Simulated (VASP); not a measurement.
A run of VASP 6.6.1:

INCAR

```
SYSTEM = Ti3Al
PREC = Accurate
ENCUT = 600
EDIFF = 1E-6
ISMEAR = 0
SIGMA = 0.1
LREAL = .FALSE.
LASPH = .TRUE.
NELM = 80
ALGO = Fast
ISIF = 3
LWAVE = .FALSE.
LCHARG = .FALSE.
GGA = PE
IBRION = 2
NSW = 100
EDIFFG = -0.01
```

KPOINTS

```
regular mesh
0
G
  12 12 12
  0 0 0
```

File POSCAR:

```
Ti3Al
1.0
    4.0528045027      0.0000000000      0.0000000000
    0.0000000000      4.0528045027      0.0000000000
    0.0000000000      0.0000000000      4.0528045027
Ti Al
3 1
Direct
    0.0000000000      0.5000000000      0.5000000000
    0.5000000000      0.0000000000      0.5000000000
    0.5000000000      0.5000000000      0.0000000000
    0.0000000000      0.0000000000      0.0000000000
```

Potentials or basis: VASP PAW PBE potentials, release 64 (Ti_sv, Al).

Run with:

```sh
$ cat potpaw_PBE.64/Ti_sv/POTCAR potpaw_PBE.64/Al/POTCAR > POTCAR
$ mpirun -np 1 vasp_std > vasp.out
```

Hardware: 1 thread of Intel Xeon 8259CL, on a shared host.

Q: How long does it take, and how much memory?

A: Run time: 10 min on 1 thread of Intel Xeon 8259CL (shared host), peak memory 0.28 GiB. Counts: scf iterations 47, k points 84, ion steps 2.
